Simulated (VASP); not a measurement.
# Sb2Se3 (R-3m) in VASP: further runs, part 2 of 2

VASP 6.6.1. Earlier steps stand in the parts before.

## 3. Single point, LDA

INCAR reads:

```
PREC = Accurate
ENCUT = 520
EDIFF = 1E-6
ISMEAR = -1
SIGMA = 0.02
LREAL = False
LASPH = True
NELM = 80
ALGO = Normal
ISIF = 2
LWAVE = False
LCHARG = False
NBANDS = 22
```

KPOINTS reads:

```
Automatic mesh
0
Gamma
  8 8 8
```

POSCAR reads:

```
Sb2Se3
1.0
    2.0131844321      1.1623125738      9.6638242303
   -2.0131844321      1.1623125738      9.6638242303
    0.0000000000     -2.3246251476      9.6638242303
Sb Se
2 3
Direct
    0.3980138049      0.3980138049      0.3980138049
    0.6019861951      0.6019861951      0.6019861951
    0.2152848338      0.2152848338      0.2152848338
    0.7847151662      0.7847151662      0.7847151662
    0.0000000000      0.0000000000      0.0000000000
```

Potentials or basis: VASP PAW LDA potentials, release 64 (Sb, Se).

The run is started by

```
cat potpaw_LDA.64/Sb/POTCAR potpaw_LDA.64/Se/POTCAR > POTCAR
mpirun -np 1 vasp_std > vasp.out
```

OUTCAR:

```text
PREC = Accurate
   ENCUT = 520
   EDIFF = 1E-6
   ISMEAR = -1
   LREAL = False
   LASPH = True
   NELM = 80
   ISIF = 2

 ion  position               nearest neighbor table
   1  0.398  0.398  0.398-   4 2.79   4 2.79   4 2.79   5 2.99   5 2.99   5 2.99
   2  0.602  0.602  0.602-   3 2.79   3 2.79   3 2.79   5 2.99   5 2.99   5 2.99
   3  0.215  0.215  0.215-   2 2.79   2 2.79   2 2.79
   4  0.785  0.785  0.785-   1 2.79   1 2.79   1 2.79
   5  0.000  0.000  0.000-   2 2.99   1 2.99   2 2.99   2 2.99   1 2.99   1 2.99

  LATTYP: Found a trigonal (rhomboedric) cell.
 ALAT       =     9.9394859440
 COS(alpha) =     0.9179517590

  Lattice vectors:

 A1 = (   2.0131844321,   1.1623125738,   9.6638242303)
 A2 = (  -2.0131844321,   1.1623125738,   9.6638242303)
 A3 = (   0.0000000000,  -2.3246251476,   9.6638242303)

Analysis of symmetry for initial positions (statically):
=====================================================================
 Subroutine PRICEL returns:
 Original cell was already a primitive cell.

 Routine SETGRP: Setting up the symmetry group for a
 trigonal (rhombohedral) supercell.

 Subroutine GETGRP returns: Found 12 space group operations
 (whereof 12 operations were pure point group operations)
 out of a pool of 12 trial point group operations.

The static configuration has the point symmetry D_3d.

Analysis of symmetry for dynamics (positions and initial velocities):
=====================================================================
 Subroutine PRICEL returns:
 Original cell was already a primitive cell.

 Routine SETGRP: Setting up the symmetry group for a
 trigonal (rhombohedral) supercell.

 Subroutine GETGRP returns: Found 12 space group operations
 (whereof 12 operations were pure point group operations)
 out of a pool of 12 trial point group operations.

The dynamic configuration has the point symmetry D_3d.

[... 122 lines left out ...]
   IMIX   =      4    mixing-type and parameters
     AMIX     =   0.40;   BMIX     =  1.00
     AMIX_MAG =   1.60;   BMIX_MAG =  1.00
  volume/ion in A,a.u.               =      27.14       183.12
  Fermi-wavevector in a.u.,A,eV,Ry     =   0.967443  1.828202 12.734310  0.935945
  Thomas-Fermi vector in A             =   2.097329
   LORBIT       =      0    0 simple, 1 ext, 2 COOP (PROOUT), +10 PAW based schemes
   GGA     = CA    functional components
   LHFCALC =     F    Hartree Fock is set to
   AEXX    =    0.0000 exact exchange contribution
   IVDW    =     0    specifies the selected vdW correction
   LEPSILON=     F    determine dielectric tensor
   LRPA    =     F    only Hartree local field effects (RPA)
 non-spin polarized calculation
  energy-cutoff  :      520.00
  volume of cell :      135.68
 maximum number of plane-waves:      3696
 NGX is ok and might be reduce to    80
   NGX = 37   NGY = 37   NGZ = 37

 number of electron      27.9999999 magnetization

 Free energy of the ion-electron system (eV)
  ---------------------------------------------------
  ext. energy  EPLUGINS =         0.00000000
  ---------------------------------------------------
  free energy    TOTEN  =       -23.32698547 eV

  energy without entropy =      -23.32692893  energy(sigma->0) =      -23.32695720

 E-fermi :   5.0541     XC(G=0):  -9.6250

 val. band max:        5.0086087487   @ k =   0.0000   0.0000   0.0000
 cond. band min:       5.0973696723   @ k =   0.0000   0.0000   0.0000
 fundamental gap:      0.0887609236
 Fermi energy:         5.0540730421

 k-point     1 :       0.0000    0.0000    0.0000
  band No.  band energies     occupation
      1      -9.4987      2.00000
      2      -8.7865      2.00000
      3      -8.1816      2.00000
      4      -3.8244      2.00000
      5      -2.6847      2.00000
      6       2.7644      2.00000
[... 589 lines left out ...]
     21       9.2250      0.00000
     22      11.0718      0.00000

 [... further k-points ...]

------------------------ aborting loop because EDIFF is reached ----------------------------------------

  FORCE on cell =-STRESS in cart. coord.  units (eV):
  Direction    XX          YY          ZZ          XY          YZ          ZX
  --------------------------------------------------------------------------------------
  -------------------------------------------------------------------------------------
  Total       -1.5607738     -1.5607738     -1.8527671      0.0000000      0.0000000      0.0000000
  in kB      -18.4307827    -18.4307827    -21.8788580      0.0000000      0.0000000      0.0000000
  external PRESSURE =     -19.5801411 kB  Pullay stress =       0.0000000 kB

 VOLUME and BASIS-vectors are now :
 -----------------------------------------------------------------------------
  energy-cutoff  :      520.00
  volume of cell :      135.68
      direct lattice vectors                 reciprocal lattice vectors
     2.013184432  1.162312574  9.663824230     0.248362739  0.143392294  0.034492901
    -2.013184432  1.162312574  9.663824230    -0.248362739  0.143392294  0.034492901
     0.000000000 -2.324625148  9.663824230     0.000000000 -0.286784589  0.034492901

 POSITION                                       TOTAL-FORCE (eV/Angst)
 -----------------------------------------------------------------------------------
      0.00000      0.00000     11.53901         0.000000      0.000000     -0.076362
      0.00000      0.00000     17.45247         0.000000     -0.000000      0.076362
      0.00000      0.00000      6.24142         0.000000      0.000000     -0.007080
      0.00000      0.00000     22.75005         0.000000     -0.000000      0.007080
      0.00000      0.00000      0.00000        -0.000000     -0.000000     -0.000000
 -----------------------------------------------------------------------------------
    total drift:                               -0.000000     -0.000000     -0.000000

  FREE ENERGIE OF THE ION-ELECTRON SYSTEM (eV)
  ---------------------------------------------------
  free  energy   TOTEN  =       -23.3269854714 eV

  energy  without entropy=      -23.3269289347  energy(sigma->0) =      -23.32695720
```

OSZICAR:

```text
N       E                     dE             d eps       ncg     rms          rms(c)
DAV:   1     0.142653536713E+03    0.14265E+03   -0.10398E+04  2860   0.105E+03
DAV:   2    -0.103502334642E+02   -0.15300E+03   -0.14722E+03  3760   0.173E+02
DAV:   3    -0.236516857075E+02   -0.13301E+02   -0.12998E+02  3584   0.562E+01
DAV:   4    -0.238703610197E+02   -0.21868E+00   -0.21828E+00  3076   0.807E+00
DAV:   5    -0.238729045195E+02   -0.25435E-02   -0.25432E-02  3510   0.924E-01    0.608E+00
DAV:   6    -0.233441388962E+02    0.52877E+00   -0.12187E+00  3070   0.464E+00    0.406E+00
DAV:   7    -0.233311476180E+02    0.12991E-01   -0.22612E-01  3286   0.243E+00    0.162E+00
DAV:   8    -0.233277942724E+02    0.33533E-02   -0.28109E-02  3292   0.893E-01    0.504E-01
DAV:   9    -0.233270219451E+02    0.77233E-03   -0.24473E-03  3124   0.270E-01    0.178E-01
DAV:  10    -0.233269907673E+02    0.31178E-04   -0.37282E-04  3298   0.130E-01    0.566E-02
DAV:  11    -0.233269837354E+02    0.70319E-05   -0.84391E-05  3286   0.562E-02    0.190E-02
DAV:  12    -0.233269853312E+02   -0.15958E-05   -0.12032E-05  3106   0.207E-02    0.875E-03
DAV:  13    -0.233269854714E+02   -0.14022E-06   -0.14984E-06  1804   0.697E-03
   1 F= -.23326985E+02 E0= -.23326957E+02  d E =-.565367E-04
```

stdout:

```text
POSCAR found type information on POSCAR SbSe
 POSCAR found :  2 types and       5 ions
 scaLAPACK will be used
 LDA part: xc-table for (Slater(with rela. corr.)+CA(PZ))
 , standard interpolation
 POSCAR, INCAR and KPOINTS ok, starting setup
 FFT: planning ... GRIDC
 FFT: planning ... GRID_SOFT
 FFT: planning ... GRID
 WAVECAR not read
 entering main loop
```

Run time: 19 min. Hardware: 1 thread of AMD EPYC 7R13 (Zen 3), shared host; peak memory 0.72 GiB.

Results:

```
Free energy            : -23.3270 eV
Pressure               : -2.0 GPa
Largest force          : 0.076 eV/Å
Band gap on the k mesh : 0.09 eV
```

Forces in eV/Å, atoms in the order of the input:
```
Sb   0.000  0.000 -0.076
Sb   0.000  0.000  0.076
Se   0.000  0.000 -0.007
Se   0.000  0.000  0.007
Se   0.000  0.000  0.000
```

Stress tensor (GPa, compression positive):
```
-1.84  0.00  0.00
 0.00 -1.84  0.00
 0.00  0.00 -2.19
```

Caveat: semilocal functionals underestimate gaps, and a narrow one can read as zero; spin-orbit coupling is left out, which moves the levels of the heavy elements.
